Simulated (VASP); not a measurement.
Input of a VASP 6.6.1 run:

Contents of INCAR:

```
PREC = Accurate
ENCUT = 520
EDIFF = 1E-6
ISMEAR = 0
SIGMA = 0.01
LREAL = False
LASPH = True
NELM = 60
ALGO = Normal
ISIF = 2
LWAVE = False
LCHARG = True
GGA = PS
LELF = True
LVHAR = True
NBANDS = 11
```

KPOINTS

```
Automatic mesh
0
Gamma
  10 10 10
```

The input POSCAR:

```
BN
1.0
    1.2675857967      0.7318410045      3.4173202058
   -1.2675857967      0.7318410045      3.4173202058
    0.0000000000     -1.4636820091      3.4173202058
B N
1 1
Direct
    0.9996712000      0.9996712000      0.9996712000
    0.3327618000      0.3327618000      0.3327618000
```

Potentials or basis: VASP PAW PBE potentials, release 64 (B, N).

Run with:

```sh
$ cat potpaw_PBE.64/B/POTCAR potpaw_PBE.64/N/POTCAR > POTCAR
$ mpirun -np 1 vasp_std > vasp.out
```

What does it give for the pressure?

-7.8 GPa.

Estimate the largest force.

0.005 eV/Å.

What does it give for the band gap on the k mesh?

4.10 eV, indirect (least direct gap 4.73 eV).

Stress tensor (GPa, compression positive):
```
-11.78   0.00   0.00
  0.00 -11.78   0.00
  0.00   0.00   0.11
```

Caveat: the PAW data sets were made with another functional, which shifts forces and pressure a little. A k mesh can miss the band edges.
